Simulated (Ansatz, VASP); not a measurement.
One calculation of GaAs, two programs

```
Ga As
1.0
     0.00000    2.88229    2.88229
     2.88229    0.00000    2.88229
     2.88229    2.88229    0.00000
Ga As
1 1
Direct
  0.00000 0.00000 0.00000
  0.75000 0.75000 0.75000
```

Change from the starting cell: volume scaled by 1.06.

Alike in both runs: task single point; functional PBE; k mesh 11 × 11 × 11; occupations fermi-dirac, width 0.05 eV; no spin polarisation.

|  | VASP | Ansatz |
| --- | --- | --- |
| version | VASP 6.6.1 | Ansatz 0.2.0 |
| potentials or method | VASP PAW PBE potentials, release 64 (Ga_d, As), cutoff 520 eV | all-electron LAPW, scalar-relativistic |

```csv
,VASP,Ansatz,Ansatz less VASP
pressure (GPa),-0.4,-0.6,-0.16
```

Ansatz ran all-electron here, and VASP with PAW potentials.
